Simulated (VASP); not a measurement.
# TiAl3 (I4/mmm) in VASP: vibrations by perturbation theory with PBEsol

Aim: the vibrations by perturbation theory of TiAl3 with PBEsol.

Program: VASP 6.6.1. These are calculated values, not measurements. Logs are shortened: lines on timing, memory, paths and dates and some standing lists are left out, and cuts for length are marked.

## (1) The cell of the first run

The structure is tetragonal, space group I4/mmm (No. 139). The conventional cell has a = 3.822 Å, b = 3.822 Å, c = 8.561 Å, α = 90.00°, β = 90.00°, γ = 90.00°. Ti (site symmetry 4/mmm) has 12 Al at 2.70 to 2.87 Å within 3.6 Å. Al (site symmetry -4m2) has 8 Al at 2.70 to 2.87 Å and 4 Ti at 2.87 Å within 3.6 Å. Within 3.6 Å of Al (site symmetry 4/mmm) lie 4 Ti at 2.70 Å and 8 Al at 2.87 Å.

## (2) Vibrations by perturbation theory, PBEsol

INCAR reads:

```
ALGO = Normal ; EDIFF = 1E-8
ENCUT = 520 ; GGA = PS
IBRION = 8 ; ISIF = 2
ISMEAR = -1 ; LASPH = True
LCHARG = False ; LREAL = False
LWAVE = False ; NBANDS = 18
NELM = 80 ; NSW = 1
PREC = Accurate ; SIGMA = 0.05
```

KPOINTS reads:

```
k-points
0
Gamma
  8 8 8
```

POSCAR reads:

```
TiAl3
1.0
   -1.9111067713      1.9111067713      4.2806687947
    1.9111067713     -1.9111067713      4.2806687947
    1.9111067713      1.9111067713     -4.2806687947
Ti Al
1 3
Direct
    0.0000000000      0.0000000000      0.0000000000
    0.2500000000      0.7500000000      0.5000000000
    0.7500000000      0.2500000000      0.5000000000
    0.5000000000      0.5000000000      0.0000000000
```

Potentials or basis: VASP PAW PBE potentials, release 64 (Ti_sv, Al).

Started as:

```console
> cat potpaw_PBE.64/Ti_sv/POTCAR potpaw_PBE.64/Al/POTCAR > POTCAR
> mpirun -np 1 vasp_std > vasp.out
```

OUTCAR:

```text
EDIFF = 1E-8
   ENCUT = 520
   GGA = PS
   IBRION = 8
   ISIF = 2
   ISMEAR = -1
   LASPH = True
   LREAL = False
   NELM = 80
   NSW = 1
   PREC = Accurate

 ion  position               nearest neighbor table
   1  0.000  0.000  0.000-   4 2.70   4 2.70   4 2.70   4 2.70   3 2.87   2 2.87   3 2.87   2 2.87
                             3 2.87   3 2.87   2 2.87   2 2.87
   2  0.250  0.750  0.500-   3 2.70   3 2.70   3 2.70   3 2.70   4 2.87   1 2.87   4 2.87   4 2.87
                             1 2.87   1 2.87   4 2.87   1 2.87
   3  0.750  0.250  0.500-   2 2.70   2 2.70   2 2.70   2 2.70   4 2.87   1 2.87   4 2.87   1 2.87
                             4 2.87   4 2.87   1 2.87   1 2.87
   4  0.500  0.500  0.000-   1 2.70   1 2.70   1 2.70   1 2.70   3 2.87   2 2.87   3 2.87   3 2.87
                             2 2.87   2 2.87   3 2.87   2 2.87

  LATTYP: Found a body centered tetragonal cell.
 ALAT       =     3.8222135426
 C/A-ratio  =     2.2398899208

  Lattice vectors:

 A1 = (  -1.9111067713,   1.9111067713,   4.2806687947)
 A2 = (   1.9111067713,  -1.9111067713,   4.2806687947)
 A3 = (   1.9111067713,   1.9111067713,  -4.2806687947)

Analysis of symmetry for initial positions (statically):
=====================================================================
 Subroutine PRICEL returns:
 Original cell was already a primitive cell.

 Routine SETGRP: Setting up the symmetry group for a
 body centered tetragonal supercell.

 Subroutine GETGRP returns: Found 16 space group operations
 (whereof 16 operations were pure point group operations)
 out of a pool of 16 trial point group operations.

The static configuration has the point symmetry D_4h.

Analysis of symmetry for dynamics (positions and initial velocities):
=====================================================================
 Subroutine PRICEL returns:
 Original cell was already a primitive cell.

 Routine SETGRP: Setting up the symmetry group for a
 body centered tetragonal supercell.

 Subroutine GETGRP returns: Found 16 space group operations
 (whereof 16 operations were pure point group operations)
 out of a pool of 16 trial point group operations.

The dynamic configuration has the point symmetry D_4h.

 Subroutine INISYM returns: Found 16 space group operations
 (whereof 16 operations are pure point group operations),
 and found     1 'primitive' translations

----------------------------------------------------------------------------------------

                                     Primitive cell

  volume of cell :      62.5376

  direct lattice vectors                    reciprocal lattice vectors
    -1.911106771  1.911106771  4.280668795     0.000000000  0.261628501  0.116804178
     1.911106771 -1.911106771  4.280668795     0.261628501  0.000000000  0.116804178
     1.911106771  1.911106771 -4.280668795     0.261628501  0.261628501  0.000000000

  length of vectors
     5.062487878  5.062487878  5.062487878     0.286518217  0.286518217  0.369998575

  position of ions in fractional coordinates (direct lattice)
     0.000000000  0.000000000  0.000000000
     0.250000000  0.750000000  0.500000000
     0.750000000  0.250000000  0.500000000
     0.500000000  0.500000000  0.000000000

  ion indices of the primitive-cell ions
   primitive index   ion index
                 1           1
                 2           2
                 3           3
                 4           4

----------------------------------------------------------------------------------------

 KPOINTS: k-points

Automatic generation of k-mesh.
 Grid dimensions read from file:
 generate k-points for:    8    8    8

 Generating k-lattice:

  Cartesian coordinates                     Fractional coordinates (reciprocal lattice)
     0.000000000  0.032703563  0.014600522     0.125000000  0.000000000  0.000000000
     0.032703563  0.000000000  0.014600522     0.000000000  0.125000000  0.000000000
     0.032703563  0.032703563  0.000000000     0.000000000  0.000000000  0.125000000

  Length of vectors
[... 77 lines left out ...]
  Fermi-wavevector in a.u.,A,eV,Ry     =   1.137891  2.150303 17.616776  1.294796
  Thomas-Fermi vector in A             =   2.274596
   LORBIT       =      0    0 simple, 1 ext, 2 COOP (PROOUT), +10 PAW based schemes
   GGA     = PS    functional components
   LHFCALC =     F    Hartree Fock is set to
   AEXX    =    0.0000 exact exchange contribution
   IVDW    =     0    specifies the selected vdW correction
   LEPSILON=     F    determine dielectric tensor
   LRPA    =     F    only Hartree local field effects (RPA)
 non-spin polarized calculation
  energy-cutoff  :      520.00
  volume of cell :       62.54
 maximum number of plane-waves:      1696
 NGX is ok and might be reduce to    40
   NGX = 19   NGY = 19   NGZ = 19

--------------------------------------- Ionic step        1  -------------------------------------------

 number of electron      20.9999999 magnetization

 Free energy of the ion-electron system (eV)
  ---------------------------------------------------
  ext. energy  EPLUGINS =         0.00000000
  ---------------------------------------------------
  free energy    TOTEN  =       -22.23882500 eV

  energy without entropy =      -22.22743040  energy(sigma->0) =      -22.23312770

 E-fermi :   8.2893     XC(G=0): -10.8778

 val. band max:        8.2797296506   @ k =  -0.3750   0.5000   0.2500
 cond. band min:       8.3292946760   @ k =  -0.3750   0.3750   0.3750
 fundamental gap:      0.0495650254
 Fermi energy:         8.2893097601

 k-point     1 :       0.0000    0.0000    0.0000
  band No.  band energies     occupation
      1     -47.9195      2.00000
      2     -24.3403      2.00000
      3     -24.3403      2.00000
      4     -24.2590      2.00000
      5      -1.8283      2.00000
      6       5.4233      2.00000
[... 481 lines left out ...]
      5       1.4505      2.00000
      6       1.9361      2.00000
[... 10 lines left out ...]
     17      13.3747      0.00000
     18      13.9462      0.00000

 [... further k-points ...]

------------------------ aborting loop because EDIFF is reached ----------------------------------------

  FORCE on cell =-STRESS in cart. coord.  units (eV):
  Direction    XX          YY          ZZ          XY          YZ          ZX
  --------------------------------------------------------------------------------------
  -------------------------------------------------------------------------------------
  Total       -0.1499163     -0.1499163     -0.1627176      0.0000000      0.0000000      0.0000000
  in kB       -3.8407654     -3.8407654     -4.1687275      0.0000000      0.0000000      0.0000000
  external PRESSURE =      -3.9500861 kB  Pullay stress =       0.0000000 kB

 VOLUME and BASIS-vectors are now :
 -----------------------------------------------------------------------------
  energy-cutoff  :      520.00
  volume of cell :       62.54
      direct lattice vectors                 reciprocal lattice vectors
    -1.911106771  1.911106771  4.280668795     0.000000000  0.261628501  0.116804178
     1.911106771 -1.911106771  4.280668795     0.261628501  0.000000000  0.116804178
     1.911106771  1.911106771 -4.280668795     0.261628501  0.261628501  0.000000000

 POSITION                                       TOTAL-FORCE (eV/Angst)
 -----------------------------------------------------------------------------------
      0.00000      0.00000      0.00000         0.000000      0.000000      0.000000
      1.91111      0.00000      2.14033        -0.000000     -0.000000     -0.000000
      0.00000      1.91111      2.14033        -0.000000      0.000000     -0.000000
      0.00000      0.00000      4.28067         0.000000      0.000000      0.000000
 -----------------------------------------------------------------------------------
    total drift:                               -0.000000     -0.000000     -0.000000

  FREE ENERGIE OF THE ION-ELECTRON SYSTEM (eV)
  ---------------------------------------------------
  free  energy   TOTEN  =       -22.2388249956 eV

  energy  without entropy=      -22.2274304028  energy(sigma->0) =      -22.23312770

[... ionic steps 2 to 12 ...]

--------------------------------------- Ionic step       13  -------------------------------------------

------------------------ aborting loop because EDIFF is reached ----------------------------------------

[... ionic steps 14 to 14 ...]

--------------------------------------- Ionic step       15  -------------------------------------------

 Free energy of the ion-electron system (eV)
  ---------------------------------------------------
  ---------------------------------------------------
  free energy    TOTEN  =        -0.00812846 eV

  energy without entropy =       -0.00812846

------------------------ aborting loop because EDIFF is reached ----------------------------------------

 INTERNAL STRAIN TENSOR  FOR ION    4  DIRECTION 3   (eV/Angst):
 -----------------------------------------------------------------------------
    -0.00173  0.00000  0.00000
     0.00000 -0.00173 -0.00000
     0.00000  0.00000  0.00148

 INTERNAL STRAIN TENSOR FOR ION    4 for displacements in x,y,z  (eV/Angst):
          X           Y           Z          XY          YZ          ZX
  --------------------------------------------------------------------------------
  x     0.00000     0.00000     0.00000     0.00000     0.00000     0.00000
  y     0.00000     0.00000     0.00000     0.00000     0.00000     0.00000
  z     0.00000     0.00000     0.00000     0.00000     0.00000     0.00000

 SECOND DERIVATIVES (NOT SYMMETRIZED)
 ------------------------------------
               1X          1Y          1Z          2X          2Y          2Z          3X          3Y          3Z          4X          4Y          4Z
  1X   -10.080493    0.000000    0.000000    1.873314    0.000000    0.000000    1.873314    0.000000    0.000000    6.333865    0.000000    0.000000
  1Y     0.000000  -10.080493    0.000000    0.000000    1.873314    0.000000    0.000000    1.873314    0.000000    0.000000    6.333865    0.000000
  1Z     0.000000    0.000000   -7.799721    0.000000    0.000000    4.012566    0.000000   -0.000000    4.012566    0.000000    0.000000   -0.225411
  2X     1.870462    0.000000    0.000000   -7.244451    0.000000    0.000000    4.285908    0.000000    0.000000    1.088082    0.000000    0.000000
  2Y     0.000000    1.870462    0.000000    0.000000   -7.244451    0.000000    0.000000    4.285908    0.000000    0.000000    1.088082    0.000000
  2Z     0.000000    0.000000    4.005992    0.000000   -0.000000   -6.432859    0.000000    0.000000    0.212697    0.000000    0.000000    2.214170
  3X     1.870462    0.000000    0.000000    4.285908    0.000000    0.000000   -7.244451    0.000000    0.000000    1.088082    0.000000    0.000000
  3Y     0.000000    1.870462    0.000000    0.000000    4.285908    0.000000    0.000000   -7.244451    0.000000    0.000000    1.088082    0.000000
  3Z     0.000000    0.000000    4.005992    0.000000    0.000000    0.212697    0.000000   -0.000000   -6.432859    0.000000    0.000000    2.214170
  4X     6.339635    0.000000    0.000000    1.085662    0.000000    0.000000    1.085662    0.000000    0.000000   -8.510959    0.000000    0.000000
  4Y     0.000000    6.339635    0.000000    0.000000    1.085662    0.000000    0.000000    1.085662    0.000000    0.000000   -8.510959    0.000000
  4Z     0.000000   -0.000000   -0.247363    0.000000    0.000000    2.214880    0.000000   -0.000000    2.214880    0.000000    0.000000   -4.182397

 Eigenvectors and eigenvalues of the dynamical matrix
 ----------------------------------------------------

   1 f  =   10.451408 THz    65.668130 2PiTHz  348.621429 cm-1    43.223529 meV
             X         Y         Z           dx          dy          dz
      0.000000  0.000000  0.000000    -0.018362   -0.596497   -0.000000
      1.911107  0.000000  2.140334    -0.000113   -0.003681   -0.000000
      0.000000  1.911107  2.140334    -0.000113   -0.003681    0.000000
      0.000000  0.000000  4.280669     0.024689    0.802008   -0.000000
[... 71 lines left out ...]
  12 f/i=    0.011313 THz     0.071082 2PiTHz    0.377361 cm-1     0.046787 meV
             X         Y         Z           dx          dy          dz
      0.000000  0.000000  0.000000    -0.000000    0.000000   -0.608425
      1.911107  0.000000  2.140334    -0.000000    0.000000   -0.457797
      0.000000  1.911107  2.140334    -0.000000    0.000000   -0.457797
      0.000000  0.000000  4.280669    -0.000000    0.000000   -0.458980

--------------------------------------------------------------------------------------------------------

 ELASTIC MODULI CONTR FROM IONIC RELAXATION (kBar)
 Direction    XX          YY          ZZ          XY          YZ          ZX
 --------------------------------------------------------------------------------
 XX          -4.2681      4.2681      0.0000      0.0000     -0.0000     -0.0000
 YY           4.2681     -4.2681      0.0000      0.0000      0.0000      0.0000
 ZZ           0.0000      0.0000      0.0000      0.0000      0.0000      0.0000
 XY           0.0000      0.0000      0.0000      0.0000      0.0000      0.0000
 YZ          -0.0000      0.0000      0.0000      0.0000    -13.0430      0.0000
 ZX          -0.0000      0.0000      0.0000      0.0000      0.0000    -14.5649
 --------------------------------------------------------------------------------
```

It took 22 min on 1 thread of Intel Xeon Platinum 8488C (Sapphire Rapids), shared host; peak memory 0.65 GiB.

What came out:

| Property | Result |
| --- | --- |
| Highest phonon frequency at Γ | 349 cm⁻¹ |

Phonon frequencies in cm⁻¹ (negative: imaginary):
```
              q point                                frequencies
(0.000, 0.000, 0.000)  0 0 0 203 227 227 259 329 341 341 349 349
```

Caveat: the PAW data sets were made with another functional, which shifts forces and pressure a little.
